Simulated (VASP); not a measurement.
Write the native input for VASP 6.6.1 that does the following.

```yaml
Task: single point
Functional: r2SCAN
Potentials_or_basis: VASP PAW PBE potentials, release 64 (Cd)
Cutoff: 520 eV
k_mesh: 6 × 6 × 2
Occupations: gaussian, width 0.1 eV
Spin: no spin polarisation
Dipole_correction: no
Further_INCAR_settings: ALGO = Normal; EDIFF = 1e-06; NBANDS = 32
```

Crystal: Cd.

```
Cd
1.0
     3.06713   -1.45045    0.00000
     3.06713    1.45045    0.00000
     0.00000    0.00000   10.32592
Cd
4
Cartesian
  3.0671 -0.7252 1.2907
  3.0671 -0.7252 6.4537
  3.0671 0.7252 9.0352
  3.0671 0.7252 3.8722
```

The input as run:

POSCAR

```
Cd
1.0
    3.0671258679     -1.4504487196      0.0000000000
    3.0671258679      1.4504487196      0.0000000000
    0.0000000000      0.0000000000     10.3259212207
Cd
4
Direct
    0.7500009203      0.2499990797      0.1250000608
    0.7499990797      0.2500009203      0.6250000608
    0.2499990797      0.7500009203      0.8749999392
    0.2500009203      0.7499990797      0.3749999392
```

INCAR.step1

```
  ALGO = Normal
  EDIFF = 1E-4
  ENCUT = 520
  GGA = PE
  ISMEAR = 0
  LASPH = True
  LCHARG = False
  LREAL = False
  LWAVE = True
  NBANDS = 32
  NELM = 60
  PREC = Accurate
  SIGMA = 0.1
```

INCAR.step2

```
  ALGO = Normal
  EDIFF = 1E-6
  ENCUT = 520
  ISIF = 2
  ISMEAR = 0
  ISTART = 1
  LASPH = True
  LCHARG = False
  LMIXTAU = True
  LREAL = False
  LWAVE = False
  METAGGA = R2SCAN
  NBANDS = 32
  NELM = 60
  PREC = Accurate
  SIGMA = 0.1
```

KPOINTS

```
k-points
0
Gamma
  6 6 2
```

Potentials or basis: VASP PAW PBE potentials, release 64 (Cd).

Command:

```sh
$ cat potpaw_PBE.64/Cd/POTCAR > POTCAR
$ cp INCAR.step1 INCAR
$ mpirun -np 1 vasp_std > vasp.out
$ cp INCAR.step2 INCAR
$ mpirun -np 1 vasp_std > vasp.out
```

Results of the run:

| Quantity | Value |
| --- | --- |
| Pressure | 0.3 GPa |
| Band gap on the k mesh | zero (bands 24 and 25 overlap by 2.79 eV) |

Caveat: the k points lie up to 0.40 Å⁻¹ apart, too coarse for converged energies and pressures of a metal; the PAW data sets were made with another functional, which shifts forces and pressure a little.

Run time: 2.8 min on 1 thread of Intel(R) Xeon(R) 6975P-C (Granite Rapids), with other jobs on the host, peak memory 0.27 GiB.
